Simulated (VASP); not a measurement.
A run of VASP 6.6.1 is set up as follows.

The input POSCAR:

```
LiH
1.0
    0.0000000000      1.9429049959      1.9429049959
    1.9429049959      0.0000000000      1.9429049959
    1.9429049959      1.9429049959      0.0000000000
Li H
1 1
Direct
    0.0000000000      0.0000000000      0.0000000000
    0.5000000000      0.5000000000      0.5000000000
```

The input INCAR.step1:

```
SYSTEM = LiH
PREC = Accurate ; ENCUT = 500
EDIFF = 1E-8 ; ISMEAR = 0
SIGMA = 0.01 ; LREAL = .False.
LASPH = .True. ; NELM = 100
ALGO = Normal ; LWAVE = .True.
LCHARG = .False. ; GGA = PE
```

The input INCAR.step2:

```
SYSTEM = LiH
PREC = Accurate ; ENCUT = 500
EDIFF = 1E-8 ; ISMEAR = 0
SIGMA = 0.01 ; LREAL = .False.
LASPH = .True. ; NELM = 1
ALGO = Exact ; LWAVE = .True.
LCHARG = .False. ; GGA = PE
NBANDS = 62 ; LOPTICS = .True.
ISTART = 1
```

File INCAR.step3:

```
SYSTEM = LiH
PREC = Accurate ; ENCUT = 500
EDIFF = 1E-8 ; ISMEAR = 0
SIGMA = 0.01 ; LREAL = .False.
LASPH = .True. ; ALGO = EVGW0
LWAVE = .False. ; LCHARG = .False.
GGA = PE ; NELMGW = 1
NBANDS = 62 ; ENCUTGW = 150.0
NOMEGA = 96 ; PRECFOCK = Fast
ISTART = 1 ; NBANDSGW = 9
OMEGAMAX = 20
```

KPOINTS

```
regular mesh
0
Gamma
  6 6 6
  0 0 0
```

Potentials or basis: VASP PAW PBE potentials, release 64 (Li_GW, H_GW).

The run is started by

```console
$ cat potpaw_PBE.64/Li_GW/POTCAR potpaw_PBE.64/H_GW/POTCAR > POTCAR
$ cp INCAR.step1 INCAR
$ mpirun -np 1 vasp_std > vasp.out
$ cp INCAR.step2 INCAR
$ mpirun -np 1 vasp_std > vasp.out
$ cp INCAR.step3 INCAR
$ mpirun -np 1 vasp_std > vasp.out
```

(1) Estimate the quasiparticle gap.

(2) What does it give for the least direct quasiparticle gap?

(3) Predict the least direct gap of the starting levels on the mesh.

(4) Predict the band gap of the starting levels on the mesh.

## Answers

(1) 4.84 eV.

(2) 4.84 eV.

(3) 2.91 eV.

(4) 2.91 eV.

Caveat: the k points lie up to 0.47 Å⁻¹ apart; bands, screening cutoff and mesh are small and nothing is extrapolated, so the quasiparticle values aren't converged.
